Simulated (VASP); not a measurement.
LiH:

```
Li H
1.0
     5.49091    0.02496   -0.04824
    -1.36192    2.39116   -0.02963
    -0.04246   -0.08475    4.91638
Li H
4 4
Cartesian
  0.0637 -0.1051 -0.0352
  -0.0327 0.1628 2.4719
  2.8265 0.0478 -0.0221
  2.7540 -0.0193 2.2968
  -0.1205 1.5906 1.1481
  1.3774 0.7466 3.6553
  2.7678 1.6257 1.2235
  4.1389 0.8560 3.5924
```

| Property | Result |
| --- | --- |
| Program | VASP 6.6.1 |
| Task | relaxation of cell and atoms |
| Functional | PBEsol |
| Potentials or basis | VASP PAW PBE potentials, release 64 (Li_sv, H) |
| Cutoff | 600 eV |
| k mesh | 8 × 8 × 4 |
| Occupations | fermi-dirac, width 0.05 eV |
| Spin | no spin polarisation |

At the start: pressure -0.0 GPa; volume 8.09 Å³/atom.

**Question.** Where does the relaxation end?

**Answer.** Over 21 steps the energy falls by 18.0 meV/atom and the volume is 7.98 Å³/atom (-1.3 %); space group P1 (No. 1, to 0.1 Å) before, P6_3/mmc (No. 194, to 0.1 Å).

Step by step:
| step | energy change (eV) | largest force (eV/Å) | pressure (GPa) | volume (Å³) |
| --- | --- | --- | --- | --- |
| 1 | 0.0000 | 0.5864 | -0.01 | 64.69 |
| 2 | -0.0483 | 0.4105 | -0.12 | 64.69 |
| 3 | -0.1107 | 0.2448 | -0.26 | 64.66 |
| 4 | -0.1245 | 0.1569 | -0.20 | 64.46 |
| 5 | -0.1339 | 0.1481 | -0.06 | 64.10 |
| 6 | -0.1380 | 0.0898 | -0.02 | 63.98 |
| 7 | -0.1399 | 0.0720 | 0.05 | 63.84 |
| 8 | -0.1399 | 0.0770 | 0.06 | 63.82 |
| 9 | -0.1415 | 0.0461 | 0.04 | 63.84 |
| 10 | -0.1421 | 0.0289 | 0.03 | 63.87 |
| 11 | -0.1421 | 0.0286 | 0.02 | 63.87 |
| 12 | -0.1425 | 0.0200 | -0.01 | 63.91 |
| 13 | -0.1427 | 0.0231 | -0.03 | 63.96 |
| 14 | -0.1427 | 0.0257 | -0.04 | 63.97 |
| 15 | -0.1431 | 0.0188 | -0.02 | 63.92 |
| 16 | -0.1433 | 0.0198 | 0.00 | 63.88 |
| 17 | -0.1431 | 0.0352 | 0.05 | 63.79 |
| 18 | -0.1433 | 0.0219 | 0.02 | 63.86 |
| 19 | -0.1436 | 0.0115 | 0.01 | 63.85 |
| 20 | -0.1436 | 0.0127 | 0.01 | 63.85 |
| 21 | -0.1437 | 0.0052 | 0.00 | 63.88 |

Final structure:
```
CELL_PARAMETERS angstrom
5.51136 -0.00041 0.00005
-1.37808 2.38705 0.00017
-0.00019 -0.00030 4.85556
ATOMIC_POSITIONS crystal
Li 0.00751 0.01427 0.99417
Li 0.00733 0.01651 0.49425
Li 0.50733 0.01357 0.99511
Li 0.50729 0.01776 0.49510
H 0.17363 0.68171 0.24458
H 0.34098 0.34940 0.74500
H 0.67351 0.68199 0.24485
H 0.84088 0.34898 0.74463
```

Caveat: the cutoff is under 1.25 times the usual one of these potentials, so pressure, stress and relaxed cells hold a basis-set (Pulay) error; the PAW data sets were made with another functional, which shifts forces and pressure a little.
